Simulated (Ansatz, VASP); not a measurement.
# Two plane-wave programs on CaFeC4N4

```xyz
10
Lattice="6.3577 0.0000 0.0000 0.0000 6.3577 0.0000 0.0000 0.0000 6.3577" Properties=species:S:1:pos:R:3 pbc="T T T"
Ca    3.1788    3.1788    3.1788
Fe    0.0000    0.0000    0.0000
C     1.1480    1.1480    1.1480
C     1.1480    5.2097    5.2097
C     5.2097    1.1480    5.2097
C     5.2097    5.2097    1.1480
N     1.8240    1.8240    1.8240
N     1.8240    4.5337    4.5337
N     4.5337    1.8240    4.5337
N     4.5337    4.5337    1.8240
```

Alike in both runs: functional PBE; k mesh 4 × 4 × 4; occupations gaussian, width 0.1 eV; collinear spin.

Ansatz relaxed the structure, and its values are those at the end. VASP's run is a single point on that final structure, the one shown.

|  | VASP | Ansatz |
| --- | --- | --- |
| version | VASP 6.6.1 | Ansatz 0.2.0 |
| potentials or method | VASP PAW PBE potentials, release 64 (Ca_sv, Fe, C, N), cutoff 520 eV | scalar-relativistic, plane waves, PAW |
| valence electrons in the cell | 54 | 62 |

VASP gave:

| Quantity | Value |
| --- | --- |
| gap on the k mesh at the Fermi level (eV) | none |
| pressure (GPa) | 0.5 |
| rms of the force components (eV/Å) | 0.179 |
| net moment per atom (μB) | 0.40 |
| size of the moment on the site where the two differ most (μB) | 3.23 |

Problem. What did Ansatz give for the same quantities?

Solution. gap on the k mesh at the Fermi level (eV): none; pressure (GPa): 0.1; rms of the force components (eV/Å): 0.003; net moment per atom (μB): 0.40; size of the moment on the site where the two differ most (μB): 2.89.

Site moments also hang on the region over which each program counts them. A gap of «none» marks a metal or a gap that the smearing closes. One of these differences is far larger than is usual between the two programs; its cause wasn't traced. The functional is the same, so the differences come from potentials, cutoffs and numerics. VASP's potentials hold 54 valence electrons a cell and Ansatz's 62, so a difference there can come from the potentials and not from the codes.

Noted on VASP's run: the standard files for N, O and F lose accuracy on very short bonds.
